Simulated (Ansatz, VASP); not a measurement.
**One calculation of Al2Au, two programs**

```
CELL_PARAMETERS angstrom
0.00000 3.00000 3.00000
3.00000 0.00000 3.00000
3.00000 3.00000 0.00000
ATOMIC_POSITIONS crystal
Al 0.25000 0.25000 0.25000
Al 0.79828 0.69713 0.73667
Au 0.00000 0.00000 0.00000
```

Change from the starting cell: one atom moved.

Alike in both runs: task single point; functional PBE; k mesh 10 × 10 × 10; occupations gaussian, width 0.1 eV; no spin polarisation.

|  | VASP | Ansatz |
| --- | --- | --- |
| version | VASP 6.6.1 | Ansatz 0.2.0 |
| potentials or method | VASP PAW PBE potentials, release 64 (Al, Au), cutoff 520 eV | scalar-relativistic, plane waves, PAW |
| valence electrons in the cell | 17 | 25 |

|  | VASP | Ansatz | Ansatz less VASP |
| --- | --- | --- | --- |
| gap on the k mesh at the Fermi level (eV) | none | none | - |
| pressure (GPa) | 4.8 | 5.0 | +0.18 |
| traceless stress, the component that is largest in VASP (GPa) | -4.32 | -4.35 | -0.028 |
| rms of the force components (eV/Å) | 0.614 | 0.615 | +0.0013 |

Atom by atom the forces differ by 0.001 eV/Å (rms over components). A gap of «none» marks a metal or a gap that the smearing closes. VASP's potentials hold 17 valence electrons a cell and Ansatz's 25, so a difference there can come from the potentials and not from the codes.

Spin-orbit coupling is off throughout.
